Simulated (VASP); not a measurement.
Write the native input for VASP 6.6.1 that does the following.

```
Task                   : single point
Functional             : PBEsol
Potentials or basis    : VASP PAW PBE potentials, release 64 (Si, N)
Cutoff                 : 520 eV
k mesh                 : 9 × 9 × 1
Occupations            : gaussian, width 0.05 eV
Spin                   : collinear spin, ferromagnetic start
Starting moments       : [0.0, 0.0, 0.0, 0.0, 0.0, 0.0, 3.0] μB
Dipole correction      : yes
Further INCAR settings : ALGO = Normal; EDIFF = 1e-06; NBANDS = 28; NELMDL = -8
```

The structure of Si6N lies in POSCAR:

```
Si6N
1.0
    3.8417168278      0.0000000000      0.0000000000
   -1.9208584139      3.3270243670      0.0000000000
    0.0000000000      0.0000000000     26.0576844733
Si N
6 1
Direct
    0.3333333333      0.6666666666      0.3261993601
    0.0000000000      0.0000000000      0.3562936366
    0.0000000000      0.0000000000      0.4465764664
    0.6697410947      0.3348705473      0.4770727117
    0.4582396007      0.2291198003      0.5631844197
    0.1789051732      0.5894525866      0.5924330759
   -0.2681111366      0.3659444317      0.6211315761
```

One way to write it, as run:

INCAR

```
SYSTEM = Si6N
ALGO = Normal
DIPOL = 0.5 0.5 0.483
EDIFF = 1E-6
ENCUT = 520
GGA = PS
GGA_COMPAT = .FALSE.
IDIPOL = 3
ISIF = 2
ISMEAR = 0
ISPIN = 2
LASPH = .TRUE.
LCHARG = .TRUE.
LDIPOL = .TRUE.
LELF = .TRUE.
LORBIT = 11
LREAL = .FALSE.
LVACPOTAV = .TRUE.
LVHAR = .TRUE.
LWAVE = .FALSE.
MAGMOM = 0 0 0 0 0 0 3
NBANDS = 28
NELM = 200
NELMDL = -8
PREC = Accurate
SIGMA = 0.05
```

KPOINTS

```
k-points
0
G
  9 9 1
  0 0 0
```

Potentials or basis: VASP PAW PBE potentials, release 64 (Si, N).

Launch:

```console
$ cat potpaw_PBE.64/Si/POTCAR potpaw_PBE.64/N/POTCAR > POTCAR
$ mpirun -np 1 vasp_std > vasp.out
```

Results of the run:

* Largest force: 0.558 eV/Å
* Band gap on the k mesh: 0.06 eV
* Net moment: 0.99 μB per cell
* Site moments: Si +0.22, +0.02, +0.05, +0.01 (each value once); N +0.03 μB
* Valence electrons inside the program's atomic spheres: Si 1.65, 1.68, 1.69, 1.71, 1.70 (each value once); N 3.71

Caveat: the PAW data sets were made with another functional, which shifts forces and pressure a little.

Run time: 21 min on 1 thread of Oxide Virtual Turin-like Processor, on a shared host, peak memory 0.73 GiB.
